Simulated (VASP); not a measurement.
# Mg3H (P6_3/mcm) in VASP: further runs

Mg3H is run at these levels: PBE; tasks: single point, relaxation of cell and atoms.

All numbers are computed with VASP 6.6.1; they aren't measurements. Logs are shortened: lines on timing, memory, paths and dates and some standing lists are left out, and cuts for length are marked.

## (1) The cell of the first run

It takes space group P6_3/mcm (No. 193, hexagonal). The conventional cell has a = 5.607 Å, b = 5.607 Å, c = 5.089 Å, α = 90.00°, β = 90.00°, γ = 120.00°. Within 3.0 Å of Mg (site symmetry m2m) lie 2 H at 2.27 Å. Within 3.0 Å of H (site symmetry -3m) lie 6 Mg at 2.27 Å and 2 H at 2.54 Å.

## (2) Single point, PBE

Input file INCAR:

```
SYSTEM = Mg3H
ALGO = Normal
EDIFF = 1E-6
ENCUT = 520
GGA = PE
ISIF = 2
ISMEAR = 0
LASPH = .True.
LCHARG = .False.
LREAL = .False.
LWAVE = .False.
NBANDS = 17
NELM = 100
PREC = Accurate
SIGMA = 0.1
```

Input file KPOINTS:

```
k-points
0
Gamma
  12 12 8
  0 0 0
```

Input file POSCAR:

```
Mg3H
1.0
    5.6073662243      0.0000000000      0.0000000000
   -2.8036831121      4.8561215985      0.0000000000
    0.0000000000      0.0000000000      5.0887726084
Mg H
6 2
Direct
    0.3358433321      0.3358433321      0.2500000000
    0.0000000000      0.3358433321      0.7500000000
    0.6641566679      0.0000000000      0.2500000000
    0.6641566679      0.6641566679      0.7500000000
    0.0000000000      0.6641566679      0.2500000000
    0.3358433321      0.0000000000      0.7500000000
    0.0000000000      0.0000000000      0.0000000000
    0.0000000000      0.0000000000      0.5000000000
```

Potentials or basis: VASP PAW PBE potentials, release 64 (Mg, H).

Started as:

```console
cat potpaw_PBE.64/Mg/POTCAR potpaw_PBE.64/H/POTCAR > POTCAR
mpirun -np 1 vasp_std > vasp.out
```

OUTCAR:

```text
SYSTEM = Mg3H
   EDIFF = 1E-6
   ENCUT = 520
   GGA = PE
   ISIF = 2
   ISMEAR = 0
   LASPH = .True.
   LREAL = .False.
   NELM = 100
   PREC = Accurate

 ion  position               nearest neighbor table
   1  0.336  0.336  0.250-   7 2.27   8 2.27   4 3.14   4 3.14   6 3.17   6 3.17   2 3.17   2 3.17
                             3 3.23   3 3.23   5 3.23   5 3.23   5 3.26   3 3.26
   2  0.000  0.336  0.750-   7 2.27   8 2.27   5 3.14   5 3.14   3 3.17   3 3.17   1 3.17   1 3.17
                             6 3.23   4 3.23   6 3.23   4 3.23   4 3.26   6 3.26
   3  0.664  0.000  0.250-   7 2.27   8 2.27   6 3.14   6 3.14   4 3.17   4 3.17   2 3.17   2 3.17
                             1 3.23   5 3.23   1 3.23   5 3.23   5 3.26   1 3.26
   4  0.664  0.664  0.750-   7 2.27   8 2.27   1 3.14   1 3.14   3 3.17   3 3.17   5 3.17   5 3.17
                             6 3.23   6 3.23   2 3.23   2 3.23   2 3.26   6 3.26
   5  0.000  0.664  0.250-   7 2.27   8 2.27   2 3.14   2 3.14   6 3.17   6 3.17   4 3.17   4 3.17
                             3 3.23   1 3.23   3 3.23   1 3.23   1 3.26   3 3.26
   6  0.336  0.000  0.750-   7 2.27   8 2.27   3 3.14   3 3.14   1 3.17   1 3.17   5 3.17   5 3.17
                             4 3.23   2 3.23   4 3.23   2 3.23   2 3.26   4 3.26
   7  0.000  0.000  0.000-   2 2.27   5 2.27   4 2.27   1 2.27   3 2.27   6 2.27
   8  0.000  0.000  0.500-   2 2.27   5 2.27   4 2.27   1 2.27   3 2.27   6 2.27

  LATTYP: Found a hexagonal cell.
 ALAT       =     5.6073662243
 C/A-ratio  =     0.9075156508

  Lattice vectors:

 A1 = (   5.6073662243,   0.0000000000,   0.0000000000)
 A2 = (  -2.8036831121,   4.8561215985,   0.0000000000)
 A3 = (   0.0000000000,   0.0000000000,   5.0887726084)

Analysis of symmetry for initial positions (statically):
=====================================================================
 Subroutine PRICEL returns:
 Original cell was already a primitive cell.

 Routine SETGRP: Setting up the symmetry group for a
 hexagonal supercell.

 Subroutine GETGRP returns: Found 24 space group operations
 (whereof 12 operations were pure point group operations)
 out of a pool of 24 trial point group operations.

The static configuration has the point symmetry D_3d.
 The point group associated with its full space group is D_6h.

Analysis of symmetry for dynamics (positions and initial velocities):
=====================================================================
 Subroutine PRICEL returns:
 Original cell was already a primitive cell.

 Routine SETGRP: Setting up the symmetry group for a
 hexagonal supercell.

 Subroutine GETGRP returns: Found 24 space group operations
 (whereof 12 operations were pure point group operations)
 out of a pool of 24 trial point group operations.

The dynamic configuration has the point symmetry D_3d.
 The point group associated with its full space group is D_6h.

 Subroutine INISYM returns: Found 24 space group operations
 (whereof 12 operations are pure point group operations),
 and found     1 'primitive' translations

----------------------------------------------------------------------------------------

                                     Primitive cell

  volume of cell :     138.5675

  direct lattice vectors                    reciprocal lattice vectors
     5.607366224  0.000000000  0.000000000     0.178336845  0.102962825  0.000000000
    -2.803683112  4.856121598  0.000000000     0.000000000  0.205925651  0.000000000
     0.000000000  0.000000000  5.088772608     0.000000000  0.000000000  0.196511040

  length of vectors
     5.607366224  5.607366224  5.088772608     0.205925651  0.205925651  0.196511040

  position of ions in fractional coordinates (direct lattice)
     0.335843332  0.335843332  0.250000000
     0.000000000  0.335843332  0.750000000
     0.664156668  0.000000000  0.250000000
     0.664156668  0.664156668  0.750000000
     0.000000000  0.664156668  0.250000000
     0.335843332  0.000000000  0.750000000
     0.000000000  0.000000000  0.000000000
     0.000000000  0.000000000  0.500000000

  ion indices of the primitive-cell ions
   primitive index   ion index
                 1           1
                 2           2
                 3           3
                 4           4
                 5           5
                 6           6
                 7           7
                 8           8

----------------------------------------------------------------------------------------

 KPOINTS: k-points

Automatic generation of k-mesh.
 Grid dimensions read from file:
 generate k-points for:   12   12    8

 Generating k-lattice:

  Cartesian coordinates                     Fractional coordinates (reciprocal lattice)
     0.014861404  0.008580235  0.000000000     0.083333333  0.000000000  0.000000000
     0.000000000  0.017160471  0.000000000     0.000000000  0.083333333  0.000000000
     0.000000000  0.000000000  0.024563880     0.000000000  0.000000000  0.125000000

  Length of vectors
     0.017160471  0.017160471  0.024563880

  Shift w.r.t. Gamma in fractional coordinates (k-lattice)
     0.000000000  0.000000000  0.000000000

 Subroutine IBZKPT returns following result:
 ===========================================

 Found     95 irreducible k-points:

 Following reciprocal coordinates:
            Coordinates               Weight
  0.000000  0.000000  0.000000      1.000000
  0.083333  0.000000  0.000000      6.000000
  0.166667  0.000000  0.000000      6.000000
  0.250000  0.000000  0.000000      6.000000
  0.333333  0.000000  0.000000      6.000000
  0.416667  0.000000  0.000000      6.000000
[... 16 lines left out ...]
  0.250000  0.000000  0.125000     12.000000
  0.333333  0.000000  0.125000     12.000000
 [... further k-points ...]
   k-points           NKPTS =     95   k-points in BZ     NKDIM =     95   number of bands    NBANDS=     17
   number of dos      NEDOS =    301   number of ions     NIONS =      8
   total plane-waves  NPLWV =  70560
   dimension x,y,z NGX =    42 NGY =   42 NGZ =   40
   dimension x,y,z NGXF=    84 NGYF=   84 NGZF=   80
   ions per type =               6   2
   NGX,Y,Z   is equivalent  to a cutoff of  12.45, 12.45, 13.07 a.u.
   NGXF,Y,Z  is equivalent  to a cutoff of  24.90, 24.90, 26.14 a.u.
 SYSTEM =  Mg3H
   PREC   = accura    normal or accurate (medium, high low for compatibility)
   ISTART =      0    job   : 0-new  1-cont  2-samecut
   ICHARG =      2    charge: 1-file 2-atom 10-const
   ISPIN  =      1    spin polarized calculation?
   LNONCOLLINEAR =      F non collinear calculations
   LSORBIT =      F    spin-orbit coupling
   LASPH  =      T    aspherical Exc in radial PAW
   ENCUT  =  520.0 eV  38.22 Ry    6.18 a.u.  10.43 10.43  9.46*2*pi/ulx,y,z
   NELM   =    100;   NELMIN=  2; NELMDL= -5     # of ELM steps
   EDIFF  = 0.1E-05   stopping-criterion for ELM
   LREAL  =      F    real-space projection
   EDIFFG = 0.1E-04   stopping-criterion for IOM
   NSW    =      0    number of steps for IOM
   IBRION =     -1    ionic relax: 0-MD 1-quasi-New 2-CG
   NFREE  =      0    steps in history (QN), initial steepest desc. (CG)
   ISIF   =      2    stress and relaxation
   ISYM   =      2    0-nonsym 1-usesym 2-fastsym
   POTIM  = 0.5000    time-step for ionic-motion
   TEBEG  =    0.0;   TEEND  =   0.0 temperature during run
   PSTRESS=    0.0 pullay stress
   NELECT =      14.0000    total number of electrons
   NUPDOWN=      -1.0000    fix difference up-down
   EMIN   =  10.00;   EMAX   =-10.00  energy-range for DOS
   EFERMI =   0.00;   METHOD = LEGACY
   ISMEAR =     0;   SIGMA  =   0.10  broadening in eV -4-tet -1-fermi 0-gaus
   EFERMI_NEDOS =   21; number of points for ismear=-14 and -15
   IALGO  =     38    algorithm
   IMIX   =      4    mixing-type and parameters
     AMIX     =   0.40;   BMIX     =  1.00
     AMIX_MAG =   1.60;   BMIX_MAG =  1.00
  volume/ion in A,a.u.               =      17.32       116.89
  Fermi-wavevector in a.u.,A,eV,Ry     =   0.762483  1.440885  7.910166  0.581381
  Thomas-Fermi vector in A             =   1.861954
   LORBIT       =      0    0 simple, 1 ext, 2 COOP (PROOUT), +10 PAW based schemes
   GGA     = PE    functional components
   LHFCALC =     F    Hartree Fock is set to
   AEXX    =    0.0000 exact exchange contribution
   IVDW    =     0    specifies the selected vdW correction
   LEPSILON=     F    determine dielectric tensor
   LRPA    =     F    only Hartree local field effects (RPA)
 non-spin polarized calculation
 Gauss-broadening in eV      SIGMA  =   0.10
  energy-cutoff  :      520.00
  volume of cell :      138.57
 maximum number of plane-waves:      3781
 NGX is ok and might be reduce to    42
   NGX = 21   NGY = 21   NGZ = 19

 number of electron      14.0000001 magnetization

 Free energy of the ion-electron system (eV)
  ---------------------------------------------------
  ext. energy  EPLUGINS =         0.00000000
  ---------------------------------------------------
  free energy    TOTEN  =       -15.27966264 eV

  energy without entropy =      -15.26248296  energy(sigma->0) =      -15.27107280

 E-fermi :   2.9149     XC(G=0):  -8.6953

 val. band max:        2.9135194210   @ k =   0.3333   0.1667   0.5000
 cond. band min:       2.9301413429   @ k =   0.2500   0.0833   0.0000
 fundamental gap:      0.0166219219
 Fermi energy:         2.9149228063

 k-point     1 :       0.0000    0.0000    0.0000
  band No.  band energies     occupation
      1      -5.4460      2.00000
      2      -1.3890      2.00000
      3      -0.9408      2.00000
      4       1.6310      2.00000
      5       1.7303      2.00000
      6       1.7303      2.00000
[... 9 lines left out ...]
     16       7.3707      0.00000
     17       7.7334      0.00000

 k-point     2 :       0.0833    0.0000    0.0000
  band No.  band energies     occupation
      1      -5.4147      2.00000
      2      -1.3743      2.00000
      3      -1.0563      2.00000
      4       1.2491      2.00000
      5       1.4187      2.00000
      6       1.6734      2.00000
[... 9 lines left out ...]
     16       7.2657      0.00000
     17       8.2270      0.00000

 k-point     3 :       0.1667    0.0000    0.0000
  band No.  band energies     occupation
      1      -5.3240      2.00000
      2      -1.3553      2.00000
      3      -1.3331      2.00000
      4       0.6413      2.00000
      5       1.0553      2.00000
      6       1.7998      2.00000
[... 9 lines left out ...]
     16       7.8385      0.00000
     17       7.9847      0.00000

 k-point     4 :       0.2500    0.0000    0.0000
  band No.  band energies     occupation
      1      -5.1843      2.00000
      2      -1.7471      2.00000
      3      -1.2739      2.00000
      4       0.1845      2.00000
      5       0.7635      2.00000
      6       2.0076      2.00000
[... 9 lines left out ...]
     16       7.8286      0.00000
     17       8.5082      0.00000

 k-point     5 :       0.3333    0.0000    0.0000
  band No.  band energies     occupation
      1      -5.0187      2.00000
      2      -2.1404      2.00000
      3      -1.2110      2.00000
      4      -0.1220      2.00000
      5       0.5525      2.00000
      6       2.2908      2.00000
[... 9 lines left out ...]
     16       7.8608      0.00000
     17       8.4555      0.00000

 k-point     6 :       0.4167    0.0000    0.0000
  band No.  band energies     occupation
      1      -4.8720      2.00000
      2      -2.4419      2.00000
      3      -1.1621      2.00000
      4      -0.2965      2.00000
      5       0.4251      2.00000
      6       2.6303      1.99994
[... 9 lines left out ...]
     16       7.7217      0.00000
     17       8.4168      0.00000
[... 281 lines left out ...]
 k-point    21 :       0.0833    0.0000    0.1250
  band No.  band energies     occupation
      1      -5.3294      2.00000
      2      -1.7652      2.00000
      3      -0.9765      2.00000
      4       1.3327      2.00000
      5       1.5014      2.00000
      6       1.8167      2.00000
[... 9 lines left out ...]
     16       7.0790      0.00000
     17       8.6198      0.00000

 k-point    22 :       0.1667    0.0000    0.1250
  band No.  band energies     occupation
      1      -5.2391      2.00000
      2      -1.7115      2.00000
      3      -1.2735      2.00000
      4       0.7259      2.00000
      5       1.1397      2.00000
      6       1.8363      2.00000
[... 9 lines left out ...]
     16       7.6690      0.00000
     17       8.4967      0.00000

 k-point    23 :       0.2500    0.0000    0.1250
  band No.  band energies     occupation
      1      -5.1001      2.00000
      2      -1.6627      2.00000
      3      -1.6333      2.00000
      4       0.2691      2.00000
      5       0.8490      2.00000
      6       1.8372      2.00000
[... 9 lines left out ...]
     16       7.9265      0.00000
     17       8.4566      0.00000

 k-point    24 :       0.3333    0.0000    0.1250
  band No.  band energies     occupation
      1      -4.9355      2.00000
      2      -2.0536      2.00000
      3      -1.5483      2.00000
      4      -0.0378      2.00000
      5       0.6388      2.00000
      6       1.7952      2.00000
[... 9 lines left out ...]
     16       8.0906      0.00000
     17       8.3739      0.00000

 [... further k-points ...]
[... 5 lines left out ...]
  --------------------------------------------------------------------------------------
  -------------------------------------------------------------------------------------
  Total       -0.1482404     -0.1482404     -0.1793762     -0.0000000      0.0000000      0.0000000
  in kB       -1.7140196     -1.7140196     -2.0740242     -0.0000000      0.0000000      0.0000000
  external PRESSURE =      -1.8340211 kB  Pullay stress =       0.0000000 kB

 VOLUME and BASIS-vectors are now :
 -----------------------------------------------------------------------------
  energy-cutoff  :      520.00
  volume of cell :      138.57
      direct lattice vectors                 reciprocal lattice vectors
     5.607366224  0.000000000  0.000000000     0.178336845  0.102962825  0.000000000
    -2.803683112  4.856121598  0.000000000     0.000000000  0.205925651  0.000000000
     0.000000000  0.000000000  5.088772608     0.000000000  0.000000000  0.196511040

 POSITION                                       TOTAL-FORCE (eV/Angst)
 -----------------------------------------------------------------------------------
      0.94160      1.63090      1.27219        -0.000575     -0.000996     -0.000000
     -0.94160      1.63090      3.81658         0.000575     -0.000996     -0.000000
      3.72417      0.00000      1.27219         0.001150      0.000000     -0.000000
      1.86208      3.22523      3.81658         0.000575      0.000996     -0.000000
     -1.86208      3.22523      1.27219        -0.000575      0.000996      0.000000
      1.88320      0.00000      3.81658        -0.001150      0.000000      0.000000
      0.00000      0.00000      0.00000         0.000000      0.000000     -0.000000
      0.00000      0.00000      2.54439         0.000000      0.000000     -0.000000
 -----------------------------------------------------------------------------------
    total drift:                                0.000000     -0.000000     -0.000000

  FREE ENERGIE OF THE ION-ELECTRON SYSTEM (eV)
  ---------------------------------------------------
  free  energy   TOTEN  =       -15.2796626419 eV

  energy  without entropy=      -15.2624829616  energy(sigma->0) =      -15.27107280
```

Wall time 3 min (1 thread of Intel Xeon Platinum 8259CL at 2.50GHz (Skylake/Cascade Lake), shared host); peak memory 0.38 GiB.

What came out:

* Free energy: -15.2797 eV
* Pressure: -0.2 GPa
* Band gap on the k mesh: zero (bands 7 and 8 overlap by 1.98 eV)

Levels at points of the mesh, in eV from the Fermi level:
```
           k point  band 3  band 4  band 5  band 6  band 7  band 8  band 9  band 10  band 11  band 12
(0.00, 0.00, 0.00)   -3.86   -1.28   -1.18   -1.18   -0.84   -0.84   -0.77     0.67     3.55     3.55
(0.50, 0.00, 0.00)   -4.06   -3.27   -2.53   -0.24   -0.03    0.41    1.74     1.85     2.34     3.08
(0.00, 0.00, 0.50)   -2.63   -2.63   -0.17   -0.17   -0.17   -0.17    0.58     0.58     1.13     1.13
(0.50, 0.00, 0.50)   -4.05   -4.05   -1.98   -1.98   -1.07   -1.07    2.95     2.95     4.42     4.42
```

[end of part 1 of 2]
